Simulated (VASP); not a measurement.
# Cu (Fd-3m) in VASP: a series of runs

The runs below take Cu through single point, with RPBE.

All numbers are computed with VASP 6.6.1; they aren't measurements. Logs are shortened: lines on timing, memory, paths and dates and some standing lists are left out, and cuts for length are marked.

## Step 1: The cell of the first run

Symmetry: Fd-3m, No. 227, cubic system. The conventional cell has a = 5.296 Å, b = 5.296 Å, c = 5.296 Å, α = 90.00°, β = 90.00°, γ = 90.00°. Cu (site symmetry -43m) has 4 Cu at 2.29 Å within 3.0 Å.

## Step 2: Single point, RPBE (volume scaled by 0.92)

Contents of INCAR:

```
PREC     = Accurate       # precision mode
ENCUT    = 520            # plane-wave cutoff, eV
EDIFF    = 1E-6           # SCF threshold, eV
ISMEAR   = -1             # smearing method
SIGMA    = 0.1            # smearing width, eV
LREAL    = F              # projectors in reciprocal space
LASPH    = T              # aspherical terms in the spheres
NELM     = 100            # most SCF steps
ALGO     = Normal         # electronic algorithm
ISIF     = 2              # what is computed and relaxed
LWAVE    = F              # write WAVECAR
LCHARG   = T              # write CHGCAR
GGA      = RP             # functional
LELF     = T              # ELF
LVHAR    = T            
NBANDS   = 18             # bands
```

Contents of KPOINTS:

```
Automatic mesh
0
Gamma
  11 11 11
```

Contents of POSCAR:

```
Cu
1.0
    0.0000000000      2.6478770406      2.6478770406
    2.6478770406      0.0000000000      2.6478770406
    2.6478770406      2.6478770406      0.0000000000
Cu
2
Direct
    0.1250000000      0.1250000000      0.1250000000
    0.8750000000      0.8750000000      0.8750000000
```

Potentials or basis: VASP PAW PBE potentials, release 64 (Cu).

The run is started by

```sh
> cat potpaw_PBE.64/Cu/POTCAR > POTCAR
> mpirun -np 1 vasp_std > vasp.out
```

OUTCAR:

```text
PREC = Accurate
   ENCUT = 520
   EDIFF = 1E-6
   ISMEAR = -1
   LREAL = F
   LASPH = T
   NELM = 100
   ISIF = 2
   GGA = RP

 ion  position               nearest neighbor table
   1  0.125  0.125  0.125-   2 2.29   2 2.29   2 2.29   2 2.29
   2  0.875  0.875  0.875-   1 2.29   1 2.29   1 2.29   1 2.29

  LATTYP: Found a face centered cubic cell.
 ALAT       =     5.2957540812

  Lattice vectors:

 A1 = (   0.0000000000,   2.6478770406,   2.6478770406)
 A2 = (   2.6478770406,   0.0000000000,   2.6478770406)
 A3 = (   2.6478770406,   2.6478770406,   0.0000000000)

Analysis of symmetry for initial positions (statically):
=====================================================================
 Subroutine PRICEL returns:
 Original cell was already a primitive cell.

 Routine SETGRP: Setting up the symmetry group for a
 face centered cubic supercell.

 Subroutine GETGRP returns: Found 48 space group operations
 (whereof 12 operations were pure point group operations)
 out of a pool of 48 trial point group operations.

The static configuration has the point symmetry D_3d.
 The point group associated with its full space group is O_h .

Analysis of symmetry for dynamics (positions and initial velocities):
=====================================================================
 Subroutine PRICEL returns:
 Original cell was already a primitive cell.

 Routine SETGRP: Setting up the symmetry group for a
 face centered cubic supercell.

 Subroutine GETGRP returns: Found 48 space group operations
 (whereof 12 operations were pure point group operations)
 out of a pool of 48 trial point group operations.

The dynamic configuration has the point symmetry D_3d.
 The point group associated with its full space group is O_h .

 Subroutine INISYM returns: Found 48 space group operations
 (whereof 12 operations are pure point group operations),
 and found     1 'primitive' translations

----------------------------------------------------------------------------------------

                                     Primitive cell

  volume of cell :      37.1299

  direct lattice vectors                    reciprocal lattice vectors
     0.000000000  2.647877041  2.647877041    -0.188830521  0.188830521  0.188830521
     2.647877041  0.000000000  2.647877041     0.188830521 -0.188830521  0.188830521
     2.647877041  2.647877041  0.000000000     0.188830521  0.188830521 -0.188830521

  length of vectors
     3.744663622  3.744663622  3.744663622     0.327064056  0.327064056  0.327064056

  position of ions in fractional coordinates (direct lattice)
     0.125000000  0.125000000  0.125000000
     0.875000000  0.875000000  0.875000000

  ion indices of the primitive-cell ions
   primitive index   ion index
                 1           1
                 2           2

----------------------------------------------------------------------------------------

 KPOINTS: Automatic mesh

Automatic generation of k-mesh.
 Grid dimensions read from file:
 generate k-points for:   11   11   11

 Generating k-lattice:

  Cartesian coordinates                     Fractional coordinates (reciprocal lattice)
    -0.017166411  0.017166411  0.017166411     0.090909091  0.000000000  0.000000000
     0.017166411 -0.017166411  0.017166411     0.000000000  0.090909091  0.000000000
     0.017166411  0.017166411 -0.017166411     0.000000000  0.000000000  0.090909091

  Length of vectors
     0.029733096  0.029733096  0.029733096

  Shift w.r.t. Gamma in fractional coordinates (k-lattice)
     0.000000000  0.000000000  0.000000000

 Subroutine IBZKPT returns following result:
 ===========================================

 Found     56 irreducible k-points:

 Following reciprocal coordinates:
            Coordinates               Weight
  0.000000  0.000000  0.000000      1.000000
  0.090909  0.000000  0.000000      8.000000
  0.181818  0.000000  0.000000      8.000000
  0.272727  0.000000  0.000000      8.000000
  0.363636  0.000000  0.000000      8.000000
  0.454545  0.000000  0.000000      8.000000
[... 16 lines left out ...]
 -0.272727  0.181818  0.000000     24.000000
 -0.181818  0.181818  0.000000     12.000000
 [... further k-points ...]
   k-points           NKPTS =     56   k-points in BZ     NKDIM =     56   number of bands    NBANDS=     18
   number of dos      NEDOS =    301   number of ions     NIONS =      2
   total plane-waves  NPLWV =  21952
   dimension x,y,z NGX =    28 NGY =   28 NGZ =   28
   dimension x,y,z NGXF=    56 NGYF=   56 NGZF=   56
   ions per type =               2
   NGX,Y,Z   is equivalent  to a cutoff of  12.43, 12.43, 12.43 a.u.
   NGXF,Y,Z  is equivalent  to a cutoff of  24.86, 24.86, 24.86 a.u.
 SYSTEM =  unknown system
   PREC   = accura    normal or accurate (medium, high low for compatibility)
   ISTART =      0    job   : 0-new  1-cont  2-samecut
   ICHARG =      2    charge: 1-file 2-atom 10-const
   ISPIN  =      1    spin polarized calculation?
   LNONCOLLINEAR =      F non collinear calculations
   LSORBIT =      F    spin-orbit coupling
   LASPH  =      T    aspherical Exc in radial PAW
   ENCUT  =  520.0 eV  38.22 Ry    6.18 a.u.   6.96  6.96  6.96*2*pi/ulx,y,z
   NELM   =    100;   NELMIN=  2; NELMDL= -5     # of ELM steps
   EDIFF  = 0.1E-05   stopping-criterion for ELM
   LREAL  =      F    real-space projection
   EDIFFG = 0.1E-04   stopping-criterion for IOM
   NSW    =      0    number of steps for IOM
   IBRION =     -1    ionic relax: 0-MD 1-quasi-New 2-CG
   NFREE  =      0    steps in history (QN), initial steepest desc. (CG)
   ISIF   =      2    stress and relaxation
   ISYM   =      2    0-nonsym 1-usesym 2-fastsym
   POTIM  = 0.5000    time-step for ionic-motion
   TEBEG  =    0.0;   TEEND  =   0.0 temperature during run
   PSTRESS=    0.0 pullay stress
   NELECT =      22.0000    total number of electrons
   NUPDOWN=      -1.0000    fix difference up-down
   EMIN   =  10.00;   EMAX   =-10.00  energy-range for DOS
   EFERMI =   0.00;   METHOD = LEGACY
   ISMEAR =    -1;   SIGMA  =   0.10  broadening in eV -4-tet -1-fermi 0-gaus
   EFERMI_NEDOS =   21; number of points for ismear=-14 and -15
   IALGO  =     38    algorithm
   IMIX   =      4    mixing-type and parameters
     AMIX     =   0.40;   BMIX     =  1.00
     AMIX_MAG =   1.60;   BMIX_MAG =  1.00
  volume/ion in A,a.u.               =      18.56       125.28
  Fermi-wavevector in a.u.,A,eV,Ry     =   1.375017  2.598404 25.724132  1.890670
  Thomas-Fermi vector in A             =   2.500391
   LORBIT       =      0    0 simple, 1 ext, 2 COOP (PROOUT), +10 PAW based schemes
   GGA     = RP    functional components
   LHFCALC =     F    Hartree Fock is set to
   AEXX    =    0.0000 exact exchange contribution
   IVDW    =     0    specifies the selected vdW correction
   LEPSILON=     F    determine dielectric tensor
   LRPA    =     F    only Hartree local field effects (RPA)
 non-spin polarized calculation
  energy-cutoff  :      520.00
  volume of cell :       37.13
 maximum number of plane-waves:      1011
   NGX = 13   NGY = 13   NGZ = 13

 number of electron      22.0000029 magnetization

 Free energy of the ion-electron system (eV)
  ---------------------------------------------------
  ext. energy  EPLUGINS =         0.00000000
  ---------------------------------------------------
  free energy    TOTEN  =        -4.57100326 eV

  energy without entropy =       -4.54499782  energy(sigma->0) =       -4.55800054

 E-fermi :   3.2054     XC(G=0):  -9.8706

 val. band max:        3.1825342588   @ k =  -0.3636   0.3636   0.0909
 cond. band min:       3.2334195892   @ k =  -0.3636   0.3636   0.0000
 fundamental gap:      0.0508853305
 Fermi energy:         3.2053925818

 k-point     1 :       0.0000    0.0000    0.0000
  band No.  band energies     occupation
      1      -3.2138      2.00000
      2       0.1432      2.00000
      3       0.1432      2.00000
      4       0.1432      2.00000
      5       0.1566      2.00000
      6       0.1566      2.00000
[... 10 lines left out ...]
     17      14.0398      0.00000
     18      16.2651      0.00000

 k-point     2 :       0.0909    0.0000    0.0000
  band No.  band energies     occupation
      1      -3.0811      2.00000
      2       0.0665      2.00000
      3       0.0665      2.00000
      4       0.1465      2.00000
      5       0.2550      2.00000
      6       0.2550      2.00000
[... 10 lines left out ...]
     17      14.7442      0.00000
     18      16.6171      0.00000

 k-point     3 :       0.1818    0.0000    0.0000
  band No.  band energies     occupation
      1      -2.6918      2.00000
      2       0.0226      2.00000
      3       0.0226      2.00000
      4       0.1602      2.00000
      5       0.3479      2.00000
      6       0.3479      2.00000
[... 10 lines left out ...]
     17      15.4579      0.00000
     18      16.6464      0.00000

 k-point     4 :       0.2727    0.0000    0.0000
  band No.  band energies     occupation
      1      -2.0807      2.00000
      2       0.0238      2.00000
      3       0.0238      2.00000
      4       0.1891      2.00000
      5       0.3857      2.00000
      6       0.3857      2.00000
[... 375 lines left out ...]
      4       0.2202      2.00000
      5       0.3039      2.00000
      6       0.5745      2.00000
[... 10 lines left out ...]
     17      16.5653      0.00000
     18      19.2173      0.00000

 k-point    23 :      -0.2727    0.1818    0.0000
  band No.  band energies     occupation
      1      -1.2107      2.00000
      2      -0.0441      2.00000
      3       0.0769      2.00000
      4       0.2002      2.00000
      5       0.2913      2.00000
      6       0.6037      2.00000
[... 10 lines left out ...]
     17      16.4455      0.00000
     18      17.8907      0.00000

 k-point    24 :      -0.1818    0.1818    0.0000
  band No.  band energies     occupation
      1      -1.8746      2.00000
      2      -0.0701      2.00000
      3       0.1306      2.00000
      4       0.1331      2.00000
      5       0.3269      2.00000
      6       0.5501      2.00000
[... 10 lines left out ...]
     17      16.3702      0.00000
     18      16.5667      0.00000

 [... further k-points ...]

------------------------ aborting loop because EDIFF is reached ----------------------------------------

  FORCE on cell =-STRESS in cart. coord.  units (eV):
  Direction    XX          YY          ZZ          XY          YZ          ZX
  --------------------------------------------------------------------------------------
  -------------------------------------------------------------------------------------
  Total        1.0753466      1.0753466      1.0753466      0.0000000      0.0000000      0.0000000
  in kB       46.4018847     46.4018847     46.4018847      0.0000000      0.0000000      0.0000000
  external PRESSURE =      46.4018847 kB  Pullay stress =       0.0000000 kB

 VOLUME and BASIS-vectors are now :
 -----------------------------------------------------------------------------
  energy-cutoff  :      520.00
  volume of cell :       37.13
      direct lattice vectors                 reciprocal lattice vectors
     0.000000000  2.647877041  2.647877041    -0.188830521  0.188830521  0.188830521
     2.647877041  0.000000000  2.647877041     0.188830521 -0.188830521  0.188830521
     2.647877041  2.647877041  0.000000000     0.188830521  0.188830521 -0.188830521

 POSITION                                       TOTAL-FORCE (eV/Angst)
 -----------------------------------------------------------------------------------
      0.66197      0.66197      0.66197         0.000000      0.000000      0.000000
      4.63378      4.63378      4.63378        -0.000000     -0.000000     -0.000000
 -----------------------------------------------------------------------------------
    total drift:                                0.000000      0.000000     -0.000000

  FREE ENERGIE OF THE ION-ELECTRON SYSTEM (eV)
  ---------------------------------------------------
  free  energy   TOTEN  =        -4.5710032638 eV

  energy  without entropy=       -4.5449978235  energy(sigma->0) =       -4.55800054
```

Run time: 26 s. Hardware: 1 thread of Intel Xeon 6975P-C, shared host; peak memory 0.17 GiB.

Results:

```yaml
Free_energy: -4.5710 eV
Pressure: 4.6 GPa
Band_gap_on_the_k_mesh: zero (band 11 reaches 3.60 eV, above the bottom of band 12 at 2.88 eV)
```

Levels at points of the mesh, in eV from the Fermi level:
| k point | band 9 | band 10 | band 11 | band 12 | band 13 | band 14 |
| --- | --- | --- | --- | --- | --- | --- |
| (0.00, 0.00, 0.00) | -1.93 | -1.26 | -1.26 | 9.97 | 9.97 | 9.97 |

Caveat: the PAW data sets were made with another functional, which shifts forces and pressure a little.

(Continued in part 2 of 2.)
